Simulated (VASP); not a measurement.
Crystal: KPd2Se2I.

```
K Pd Se I
1.0
     3.42493   -5.92991    0.00000
     3.42493    5.92991    0.00000
     0.00000    0.00000    3.88574
K Pd Se I
1 2 2 1
Direct
  0.50000 0.50000 0.00000
  0.00000 0.50000 0.50000
  0.50000 0.00000 0.50000
  0.16696 0.83304 0.00000
  0.83304 0.16696 0.00000
  0.00000 0.00000 0.50000
```

The cell was built from a structure type or drawn by symmetry, and may not be a known phase.

- Program: VASP 6.6.1
- Task: relaxation of cell and atoms
- Functional: PBE
- Potentials or basis: VASP PAW PBE potentials, release 64 (K_sv, Pd, Se, I)
- Cutoff: 600 eV
- k mesh: 2 × 2 × 3
- Occupations: gaussian, width 0.15 eV
- Spin: no spin polarisation

At the start: pressure 1.0 GPa; volume 26.31 Å³/atom.

Problem. Where does the relaxation end?

Solution. Over 16 steps the energy falls by 493.7 meV/atom and the volume is 31.04 Å³/atom (+18.0 %); space group Cmmm (No. 65, to 0.1 Å) before and after.

The path:
| step | energy change (eV) | largest force (eV/Å) | pressure (GPa) | volume (Å³) |
| --- | --- | --- | --- | --- |
| 1 | 0.0000 | 2.4585 | 0.99 | 157.84 |
| 2 | -0.9984 | 1.7086 | -1.61 | 161.19 |
| 3 | -1.9726 | 0.5678 | -3.11 | 165.24 |
| 4 | -2.0979 | 0.0931 | -2.79 | 166.18 |
| 5 | -2.0640 | 1.5448 | 6.78 | 151.09 |
| 6 | -2.3124 | 0.6114 | 1.05 | 158.49 |
| 7 | -2.5168 | 0.6227 | 1.26 | 161.62 |
| 8 | -2.6608 | 0.7028 | 2.26 | 165.97 |
| 9 | -2.7666 | 0.1318 | -0.92 | 177.38 |
| 10 | -2.7667 | 0.1464 | -0.85 | 177.06 |
| 11 | -2.8292 | 0.0571 | -0.82 | 178.87 |
| 12 | -2.9260 | 0.3297 | -0.79 | 183.46 |
| 13 | -2.9204 | 0.1233 | 1.71 | 177.57 |
| 14 | -2.9417 | 0.1298 | 0.31 | 180.69 |
| 15 | -2.9488 | 0.0983 | 0.27 | 182.08 |
| 16 | -2.9622 | 0.0040 | 0.22 | 186.24 |

Final structure:
```cif
data_structure
_symmetry_space_group_name_H-M 'P 1'
_symmetry_Int_Tables_number 1
_cell_length_a 9.4906
_cell_length_b 9.4906
_cell_length_c 3.7016
_cell_angle_alpha 90.000
_cell_angle_beta 90.000
_cell_angle_gamma 146.041
_cell_volume 186.24
loop_
_atom_site_label
_atom_site_type_symbol
_atom_site_fract_x
_atom_site_fract_y
_atom_site_fract_z
_atom_site_occupancy
K1 K 0.50000 0.50000 0.00000 1
Pd1 Pd 0.00000 0.50000 0.50000 1
Pd2 Pd 0.50000 0.00000 0.50000 1
Se1 Se 0.19102 0.80898 0.00000 1
Se2 Se 0.80898 0.19102 0.00000 1
I1 I 0.00000 0.00000 0.50000 1
```

Caveat: the k points lie up to 0.59 Å⁻¹ apart in the final cell; the volume moved by over 15 % at a fixed basis, so the end points are rough.
